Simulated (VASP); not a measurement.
Write the native input for VASP 6.6.1 that does the following.

```yaml
Task: single point
Functional: PBEsol
Potentials_or_basis: VASP PAW PBE potentials, release 64 (Y_sv)
Cutoff: 520 eV
k_mesh: 6 × 6 × 2
Occupations: gaussian, width 0.1 eV
Spin: no spin polarisation
Dipole_correction: no
Further_INCAR_settings: ALGO = Fast; EDIFF = 1e-06; NBANDS = 30
```

The structure of Y lies in POSCAR:

```
Y
1.0
    3.4064735246     -2.2514184081      0.0000000000
    3.4064735246      2.2514184081      0.0000000000
    0.0000000000      0.0000000000      9.1840967804
Y
4
Direct
    0.8500000000      0.1500000000      0.1170000000
    0.6500000000      0.3500000000      0.6170000000
    0.1500000000      0.8500000000      0.8830000000
    0.3500000000      0.6500000000      0.3830000000
```

One way to write it, as run:

INCAR

```
ALGO = Fast
EDIFF = 1E-6
ENCUT = 520
GGA = PS
ISIF = 2
ISMEAR = 0
LASPH = T
LCHARG = F
LREAL = F
LWAVE = F
NBANDS = 30
NELM = 100
PREC = Accurate
SIGMA = 0.1
```

KPOINTS

```
k-points
0
Gamma
  6 6 2
```

Potentials or basis: VASP PAW PBE potentials, release 64 (Y_sv).

Command:

```console
$ cat potpaw_PBE.64/Y_sv/POTCAR > POTCAR
$ mpirun -np 1 vasp_std > vasp.out
```

Results of the run:

The pressure is -1.8 GPa. The largest force is 2.855 eV/Å and the band gap on the k mesh is zero (bands 22 and 23 overlap by 0.52 eV).

Caveat: the stress differs along the axes, from -12 to 8 GPa; the PAW data sets were made with another functional, which shifts forces and pressure a little.

Run time: 120 s on 1 thread of Intel(R) Xeon(R) 6975P-C (Granite Rapids), on a shared host, peak memory 0.29 GiB.
